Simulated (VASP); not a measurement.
## WSe3: single point with PBE

WSe3:

```
W Se
1.0
    -2.30885    2.30885    3.28890
     2.30885   -2.30885    3.28890
     2.30885    2.30885   -3.28890
W Se
1 3
Direct
  0.00000 0.00000 0.00000
  0.50000 0.50000 0.00000
  0.25000 0.75000 0.50000
  0.75000 0.25000 0.50000
```

```yaml
Program: VASP 6.6.1
Task: single point
Functional: PBE
Potentials_or_basis: VASP PAW PBE potentials, release 64 (W_sv, Se)
Cutoff: 520 eV
k_mesh: 6 × 6 × 6
Occupations: gaussian, width 0.1 eV
Spin: collinear spin, ferrimagnetic start
Starting_moments: "[2.49, -0.26, -0.28, -0.28] μB"
```

- Pressure: 0.1 GPa
- Band gap on the k mesh: zero (filled and empty bands overlap)
- Net moment: 0.00 μB per cell
- Valence electrons inside the program's atomic spheres: W 11.65; Se 3.69, 3.78

Stress tensor (GPa, compression positive):
```
 0.17  0.00  0.00
 0.00  0.17  0.00
 0.00  0.00 -0.03
```

Levels at points of the mesh, in eV from the Fermi level:
Spin up:
| k point | band 12 | band 13 | band 14 | band 15 | band 16 | band 17 | band 18 | band 19 | band 20 | band 21 |
| --- | --- | --- | --- | --- | --- | --- | --- | --- | --- | --- |
| (0.00, 0.00, 0.00) | -4.38 | -4.38 | -1.45 | -1.43 | -0.58 | -0.52 | -0.52 | 2.76 | 2.76 | 2.80 |
| (0.50, 0.00, 0.00) | -3.78 | -2.10 | -2.04 | -1.78 | 0.04 | 1.13 | 1.20 | 1.23 | 3.90 | 3.93 |
| (0.50, 0.50, 0.00) | -2.55 | -1.62 | -0.65 | -0.56 | 0.01 | 0.65 | 0.87 | 0.94 | 1.94 | 1.94 |
| (0.50, 0.50, 0.50) | -2.57 | -1.58 | -0.65 | -0.57 | -0.08 | 0.62 | 0.87 | 0.87 | 1.90 | 1.90 |
Spin down:
| k point | band 14 | band 15 | band 16 | band 17 | band 18 | band 19 |
| --- | --- | --- | --- | --- | --- | --- |
| (0.00, 0.00, 0.00) | -1.45 | -1.43 | -0.58 | -0.52 | -0.52 | 2.76 |
| (0.50, 0.00, 0.00) | -2.04 | -1.78 | 0.04 | 1.13 | 1.20 | 1.23 |
| (0.50, 0.50, 0.00) | -0.65 | -0.56 | 0.00 | 0.66 | 0.87 | 0.94 |
| (0.50, 0.50, 0.50) | -0.65 | -0.57 | -0.08 | 0.62 | 0.86 | 0.86 |

Wall time 100 s on 1 thread of Intel Xeon 6975P-C, with other jobs on the host, peak memory 0.29 GiB.

Caveat: spin-orbit coupling is left out, which moves the levels of the heavy elements.
